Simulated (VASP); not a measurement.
Ge: vibrations by perturbation theory with LDA

Crystal: Ge.

```
Ge
1.0
     0.00000    2.77586    2.77586
     2.77586    0.00000    2.77586
     2.77586    2.77586    0.00000
Ge
2
Direct
  0.50000 0.50000 0.50000
  0.75000 0.75000 0.75000
```

```
Program                : VASP 6.6.1
Task                   : vibrations by perturbation theory
Functional             : LDA
Potentials or basis    : VASP PAW LDA potentials, release 64 (Ge_d)
Cutoff                 : 520 eV
k mesh                 : 14 × 14 × 14
Occupations            : fermi-dirac, width 0.15 eV
Spin                   : no spin polarisation
Dipole correction      : no
Further INCAR settings : ALGO = Normal; EDIFF = 1e-08; NBANDS = 21; IBRION = 8; NSW = 1
```

| Quantity | Value |
| --- | --- |
| Highest phonon frequency at Γ | 302 cm⁻¹ |

Phonon frequencies in cm⁻¹ (negative: imaginary):
```
              q point        frequencies
(0.000, 0.000, 0.000)  0 0 0 302 302 302
```

It took 4.7 min on 1 thread of Intel(R) Xeon(R) 6975P-C (Granite Rapids), with other jobs on the host, peak memory 0.73 GiB.

Caveat: the cell stands under pressure or tension, which shifts response properties.
